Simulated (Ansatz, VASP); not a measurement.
Two plane-wave programs on BaCdBrF

```
CELL_PARAMETERS angstrom
4.62840 0.00000 0.00000
0.00000 4.62840 0.00000
0.00000 0.00000 9.84466
ATOMIC_POSITIONS crystal
Ba 0.25000 0.25000 0.36668
Ba 0.75000 0.75000 0.63332
Cd 0.25000 0.75000 0.00000
Cd 0.75000 0.25000 0.00000
Br 0.25000 0.25000 0.72921
Br 0.75000 0.75000 0.27079
F 0.25000 0.75000 0.50000
F 0.75000 0.25000 0.50000
```

Alike in both runs: functional PBE; k mesh 7 × 7 × 4; no spin polarisation.

Ansatz relaxed the structure, and its values are those at the end. VASP's run is a single point on that final structure, the one shown.

```csv
,VASP,Ansatz
version,VASP 6.6.1,Ansatz 0.2.0
potentials or method,"VASP PAW PBE potentials, release 64 (Ba_sv, Cd, Br, F), cutoff 520 eV",PAW plane waves
occupations,"fermi-dirac, width 0.1 eV",fermi-dirac
valence electrons in the cell,72,88
```

|  | VASP | Ansatz | Ansatz less VASP |
| --- | --- | --- | --- |
| pressure (GPa) | 2.1 | 1.6 | -0.54 |
| rms of the force components (eV/Å) | 0.039 | 0.000 | -0.0387 |

VASP's potentials hold 72 valence electrons a cell and Ansatz's 88, so a difference there can come from the potentials and not from the codes. Ansatz's warnings: stress scf threshold loose.

Spin-orbit coupling is off throughout.
